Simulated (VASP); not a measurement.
# CdSe (P1) in VASP: relaxation of cell and atoms with PBE

Aim: the relaxation of cell and atoms of CdSe with PBE.

All numbers are computed with VASP 6.6.1; they aren't measurements. Logs are shortened: lines on timing, memory, paths and dates and some standing lists are left out, and cuts for length are marked.

### Step 1. The cell of the first run

The typed cell holds 8 atoms: a = 4.476 Å, b = 7.494 Å, c = 8.007 Å, α = 90.91°, β = 90.23°, γ = 91.25°.

### Step 2. Relaxation of cell and atoms, PBE

Contents of INCAR:

```
SYSTEM = CdSe
PREC = Accurate
ENCUT = 600
EDIFF = 1E-6
ISMEAR = 0
SIGMA = 0.1
LREAL = .False.
LASPH = .True.
NELM = 80
ALGO = Normal
ISIF = 3
LWAVE = .False.
LCHARG = .False.
GGA = PE
IBRION = 2
NSW = 80
EDIFFG = -0.025
```

Contents of KPOINTS:

```
regular mesh
0
Gamma
  4 2 2
  0 0 0
```

Contents of POSCAR:

```
CdSe
1.0
   -0.0089840672      4.4755715283     -0.0490087306
   -0.0589888084     -0.0813267619      7.4932892616
    8.0070968755     -0.0162750993     -0.0643962015
Cd Se
4 4
Direct
    0.7592323372      0.3902427177      0.8460142439
    0.2720528643      0.9350571275      0.6676099794
    0.7884347320      0.1321592933      0.3207615319
    0.2512836379      0.5839433797      0.1597139728
    0.3116409889      0.5748552711      0.8099530383
    0.7205562326      0.0656107554      0.6835634926
    0.1730432887      0.9167573104      0.3371459735
    0.7237559184      0.4013741450      0.1752377676
```

Potentials or basis: VASP PAW PBE potentials, release 64 (Cd, Se).

The run is started by

```bash
$ cat potpaw_PBE.64/Cd/POTCAR potpaw_PBE.64/Se/POTCAR > POTCAR
$ mpirun -np 1 vasp_std > vasp.out
```

OUTCAR:

```text
SYSTEM = CdSe
   PREC = Accurate
   ENCUT = 600
   EDIFF = 1E-6
   ISMEAR = 0
   LREAL = .False.
   LASPH = .True.
   NELM = 80
   ISIF = 3
   GGA = PE
   IBRION = 2
   NSW = 80
   EDIFFG = -0.025

 ion  position               nearest neighbor table
   1  0.759  0.390  0.846-   5 2.48   8 2.64   6 2.74   5 2.82   4 3.60   4 3.70
   2  0.272  0.935  0.668-   6 2.22   6 2.68   7 2.68   5 2.96
   3  0.788  0.132  0.321-   8 2.37   7 2.39   6 2.97   7 3.17
   4  0.251  0.584  0.160-   8 2.55   8 2.71   5 2.81   7 2.88   1 3.60   1 3.70
   5  0.312  0.575  0.810-   1 2.48   4 2.81   1 2.82   2 2.96
   6  0.721  0.066  0.684-   2 2.22   2 2.68   1 2.74   3 2.97
   7  0.173  0.917  0.337-   3 2.39   2 2.68   4 2.88   3 3.17
   8  0.724  0.401  0.175-   3 2.37   4 2.55   1 2.64   4 2.71

  LATTYP: Found a triclinic cell.
 ALAT       =     8.6447278733
 B/A-ratio  =     0.5177547439
 C/A-ratio  =     0.9262723452
 COS(alpha) =     0.0039514935
 COS(beta)  =     0.0158211638
 COS(gamma) =     0.4988701937

  Lattice vectors:

 A1 = (  -0.0679728756,   4.3942447664,   7.4442805310)
 A2 = (  -0.0089840672,   4.4755715283,  -0.0490087306)
 A3 = (  -8.0070968755,   0.0162750993,   0.0643962015)

Analysis of symmetry for initial positions (statically):
=====================================================================
 Subroutine PRICEL returns:
 Original cell was already a primitive cell.

 Routine SETGRP: Setting up the symmetry group for a
 triclinic supercell.

 Subroutine GETGRP returns: Found  1 space group operations
 (whereof  1 operations were pure point group operations)
 out of a pool of  2 trial point group operations.

The static configuration has the point symmetry C_1 .

Analysis of symmetry for dynamics (positions and initial velocities):
=====================================================================
 Subroutine PRICEL returns:
 Original cell was already a primitive cell.

 Routine SETGRP: Setting up the symmetry group for a
 triclinic supercell.

 Subroutine GETGRP returns: Found  1 space group operations
 (whereof  1 operations were pure point group operations)
 out of a pool of  2 trial point group operations.

The dynamic configuration has the point symmetry C_1 .

 Subroutine INISYM returns: Found  1 space group operations
 (whereof  1 operations are pure point group operations),
 and found     1 'primitive' translations

----------------------------------------------------------------------------------------

                                     Primitive cell

  volume of cell :     268.4819

[... 108 lines left out ...]
  volume/ion in A,a.u.               =      33.56       226.48
  Fermi-wavevector in a.u.,A,eV,Ry     =   1.055717  1.995015 15.164201  1.114537
  Thomas-Fermi vector in A             =   2.190925
   LORBIT       =      0    0 simple, 1 ext, 2 COOP (PROOUT), +10 PAW based schemes
   GGA     = PE    functional components
   LHFCALC =     F    Hartree Fock is set to
   AEXX    =    0.0000 exact exchange contribution
   IVDW    =     0    specifies the selected vdW correction
   LEPSILON=     F    determine dielectric tensor
   LRPA    =     F    only Hartree local field effects (RPA)
 conjugate gradient relaxation of ions
 non-spin polarized calculation
 Gauss-broadening in eV      SIGMA  =   0.10
  energy-cutoff  :      600.00
  volume of cell :      268.48
 maximum number of plane-waves:      9000
 NGX is ok and might be reduce to    36
   NGX = 17   NGY = 29   NGZ = 31

--------------------------------------- Ionic step        1  -------------------------------------------

 number of electron      72.0000003 magnetization

 Free energy of the ion-electron system (eV)
  ---------------------------------------------------
  ext. energy  EPLUGINS =         0.00000000
  ---------------------------------------------------
  free energy    TOTEN  =       -19.19826471 eV

  energy without entropy =      -19.19826463  energy(sigma->0) =      -19.19826467

------------------------ aborting loop because EDIFF is reached ----------------------------------------

  FORCE on cell =-STRESS in cart. coord.  units (eV):
  Direction    XX          YY          ZZ          XY          YZ          ZX
  --------------------------------------------------------------------------------------
  -------------------------------------------------------------------------------------
  Total        2.9102939     13.9665018      5.8679277      2.0547442     -1.3974261     -2.3571709
  in kB       17.3673033     83.3456972     35.0171098     12.2617740     -8.3392002    -14.0665181
  external PRESSURE =      45.2433701 kB  Pullay stress =       0.0000000 kB
[... 107 lines left out ...]
  FREE ENERGIE OF THE ION-ELECTRON SYSTEM (eV)
  ---------------------------------------------------
  free  energy   TOTEN  =       -20.6244076290 eV

  energy  without entropy=      -20.6244025617  energy(sigma->0) =      -20.62440510

[... ionic steps 4 to 25 ...]

--------------------------------------- Ionic step       26  -------------------------------------------

 number of electron      71.9999985 magnetization

------------------------ aborting loop because EDIFF is reached ----------------------------------------
[... 37 lines left out ...]
--------------------------------------- Ionic step       27  -------------------------------------------

 number of electron      71.9999985 magnetization

 E-fermi :  -0.0002     XC(G=0):  -7.7779

 val. band max:       -0.3826042288   @ k =   0.0000   0.0000   0.0000
 cond. band min:       0.3821514205   @ k =   0.0000   0.0000   0.0000
 fundamental gap:      0.7647556493
 Fermi energy:        -0.0001559421

 k-point     1 :       0.0000    0.0000    0.0000
  band No.  band energies     occupation
      1     -12.5164      2.00000
      2     -12.2239      2.00000
      3     -12.1694      2.00000
      4     -12.0678      2.00000
      5      -8.1521      2.00000
      6      -8.0990      2.00000
[... 582 lines left out ...]
--------------------------------------- Ionic step       28  -------------------------------------------

 number of electron      71.9999983 magnetization

 Free energy of the ion-electron system (eV)
  ---------------------------------------------------
  ext. energy  EPLUGINS =         0.00000000
  ---------------------------------------------------
  free energy    TOTEN  =       -21.35331637 eV

  energy without entropy =      -21.35331637  energy(sigma->0) =      -21.35331637

 E-fermi :   0.0027     XC(G=0):  -7.7792

 val. band max:       -0.3794692933   @ k =   0.0000   0.0000   0.0000
 cond. band min:       0.3848920637   @ k =   0.0000   0.0000   0.0000
 fundamental gap:      0.7643613570
 Fermi energy:         0.0026642323

 k-point     1 :       0.0000    0.0000    0.0000
  band No.  band energies     occupation
      1     -12.5156      2.00000
      2     -12.2220      2.00000
      3     -12.1679      2.00000
      4     -12.0667      2.00000
      5      -8.1509      2.00000
      6      -8.0967      2.00000
[... 576 lines left out ...]
  FREE ENERGIE OF THE ION-ELECTRON SYSTEM (eV)
  ---------------------------------------------------
  free  energy   TOTEN  =       -21.3533163707 eV

  energy  without entropy=      -21.3533163675  energy(sigma->0) =      -21.35331637

 reached required accuracy - stopping structural energy minimisation
```

OSZICAR:

```text
N       E                     dE             d eps       ncg     rms          rms(c)
DAV:   1     0.542962754107E+03    0.54296E+03   -0.35779E+04  1032   0.165E+03
DAV:   2     0.169786485205E+02   -0.52598E+03   -0.51460E+03  1165   0.370E+02
DAV:   3    -0.205977996582E+02   -0.37576E+02   -0.37385E+02  1181   0.941E+01
[... 259 lines left out ...]
       N       E                     dE             d eps       ncg     rms          rms(c)
DAV:   1    -0.213531016113E+02    0.27046E-04   -0.65450E-01  1035   0.373E+00    0.130E-01
DAV:   2    -0.213533694430E+02   -0.26783E-03   -0.50044E-03  1184   0.365E-01    0.531E-02
DAV:   3    -0.213533331650E+02    0.36278E-04   -0.95050E-05  1192   0.552E-02    0.352E-02
DAV:   4    -0.213533157817E+02    0.17383E-04   -0.31126E-05  1176   0.376E-02    0.107E-02
DAV:   5    -0.213533163707E+02   -0.58904E-06   -0.63209E-06  1189   0.162E-02
  28 F= -.21353316E+02 E0= -.21353316E+02  d E =-.188405E-03
```

It took 66 min on 1 thread of Oxide Virtual Turin-like, shared host; peak memory 0.45 GiB.

What came out:

```
Free energy                           : -21.3533 eV
Relaxed volume                        : 34.44 Å³/atom
Relaxed cell                          : a = 4.540 Å, b = 7.490 Å, c = 8.104 Å, α = 90.01°, β = 89.84°, γ = 90.02°
Space group after relaxing (to 0.1 Å) : Pnma (No. 62)
Energy gained by relaxing             : 269.4 meV/atom
Ionic steps                           : 28
Pressure after relaxing               : 0.0 GPa
Largest force after relaxing          : 0.015 eV/Å
Band gap on the k mesh                : 0.76 eV
```

Forces in eV/Å, atoms in the order of the input:
```
Cd  -0.004 -0.008 -0.007
Cd   0.005  0.012 -0.001
Cd   0.002 -0.007  0.003
Cd   0.006 -0.009  0.004
Se  -0.010 -0.002  0.000
Se  -0.001  0.002 -0.002
Se   0.008  0.005 -0.009
Se  -0.006  0.006  0.012
```

Step by step:
```
step  energy change (eV)  largest force (eV/Å)  pressure (GPa)  volume (Å³)
   1              0.0000                5.4208            4.52       268.48
   2             -1.2887                0.9466           -2.69       306.56
   3             -1.4261                1.1344           -1.42       293.37
   4             -1.7228                0.9262           -0.69       282.90
   5             -1.8825                0.7535            1.09       268.09
   6             -2.0375                0.4276            0.83       268.80
   7             -2.0466                0.3548            0.82       269.00
   8             -2.1042                0.2348           -0.32       276.61
   9             -2.1043                0.2359           -0.35       276.76
  10             -2.1200                0.1938           -0.06       274.79
  11             -2.1249                0.2298            0.24       272.90
  12             -2.1357                0.1756            0.07       274.07
  13             -2.1370                0.1566            0.01       274.64
  14             -2.1428                0.1049           -0.06       275.19
  15             -2.1456                0.0731           -0.14       275.97
  16             -2.1482                0.0823            0.14       274.10
  17             -2.1482                0.0821            0.13       274.15
  18             -2.1505                0.0745            0.02       275.04
  19             -2.1507                0.0818           -0.03       275.38
  20             -2.1522                0.0439           -0.02       275.54
  21             -2.1524                0.0598           -0.03       275.61
  22             -2.1538                0.0341            0.05       275.16
  23             -2.1540                0.0353            0.08       274.93
  24             -2.1544                0.0352           -0.10       276.31
  25             -2.1545                0.0309           -0.04       275.84
  26             -2.1549                0.0294            0.00       275.61
  27             -2.1549                0.0287            0.00       275.62
  28             -2.1551                0.0151            0.01       275.54
```

Final structure:
```yaml
crystal:
  lattice:
    - [0.00526, 4.53968, -0.00090]
    - [-0.00250, -0.00107, 7.48972]
    - [8.10382, 0.01257, 0.00112]
  atoms:
    - { symbol: Cd, position: [0.75420, 0.39638, 0.84257] }
    - { symbol: Cd, position: [0.24500, 0.89602, 0.65700] }
    - { symbol: Cd, position: [0.74914, 0.10374, 0.34263] }
    - { symbol: Cd, position: [0.25198, 0.60357, 0.15773] }
    - { symbol: Se, position: [0.25331, 0.59135, 0.81907] }
    - { symbol: Se, position: [0.74624, 0.09111, 0.68136] }
    - { symbol: Se, position: [0.24901, 0.90921, 0.31816] }
    - { symbol: Se, position: [0.75112, 0.40862, 0.18149] }
```

Caveat: semilocal functionals underestimate gaps, and a narrow one can read as zero.
